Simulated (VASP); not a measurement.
Runs of VASP 6.6.1 on Hf. The structure is that of space group P6/mmm (No. 191), or close to it. The cells are those of the table. 

```csv
task,cell,cutoff (eV),gap on the mesh (eV),pressure (GPa)
relaxation of cell and atoms,"relaxed to 430 GPa from a = 2.269, b = 2.269, c = 2.180 Å, angles 90.0, 90.0, 120.0°, 1 atom",600,none,430.0
single point,"a = 2.269, b = 2.269, c = 2.180 Å, angles 90.0, 90.0, 120.0°, 1 atom",520,none,418.2
single point,"a = 2.269, b = 2.269, c = 2.181 Å, angles 90.0, 90.0, 120.0°, 1 atom",520,none,(a)
relaxation of cell and atoms,"relaxed to 430 GPa from a = 2.267, b = 2.267, c = 2.131 Å, angles 90.0, 90.0, 120.0°, 1 atom",600,none,430.0
```

Alike in all rows: level PBE; potentials or basis VASP PAW PBE potentials, release 64 (Hf_pv); no spin polarisation; k mesh 19 × 19 × 18; smearing fermi-dirac 0.08 eV.

Q: Estimate the missing entries.

A: (a) 417.0.

Caveats: spin-orbit coupling is left out, which moves the levels of the heavy elements; the cell is relaxed towards a set pressure, so the enthalpy falls and the energy may rise (some runs).

A k mesh can miss the band edges, and the runs leave out spin-orbit coupling on Hf.

A gap of «none» marks levels without a gap at the run's occupations.
